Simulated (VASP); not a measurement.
Runs of VASP 6.6.1 on InAs. The structure is that of space group F-43m (No. 216), or close to it. The cells are those of the table. 

| task | level | k mesh | cutoff (eV) | smearing | grid for exact exchange (PRECFOCK) | screening parameter | ions in elastic constants | gap on the mesh (eV) | pressure (GPa) |
| --- | --- | --- | --- | --- | --- | --- | --- | --- | --- |
| single point | PBE0 | 4 × 4 × 4 | 520 | gaussian 0.1 eV | Normal | - | - | 1.14 | 0.3 |
| single point | PBEsol | 12 × 12 × 12 | 520 | gaussian 0.1 eV | - | - | - | none | 0.1 |
| single point | HSE06 | 4 × 4 × 4 | 520 | gaussian 0.1 eV | Normal | 0.2079 1/Å | - | (a) | 0.6 |
| single point | PBEsol | 4 × 4 × 4 | 520 | gaussian 0.1 eV | - | - | - | none | 0.6 |

Alike in all rows: potentials or basis VASP PAW PBE potentials, release 64 (In_d, As); no spin polarisation; cell a = 4.305 Å, angles 60.0°, 2 atoms.

Problem. Fill in the values left out.

Solution. (a) 0.46.

Caveats: some runs use coarse meshes; the PAW data sets were made with another functional, which shifts forces and pressure a little; spin-orbit coupling is left out, which moves the levels of the heavy elements.

A k mesh can miss the band edges, and the runs leave out spin-orbit coupling on As, In.

A gap of «none» marks levels without a gap at the run's occupations.
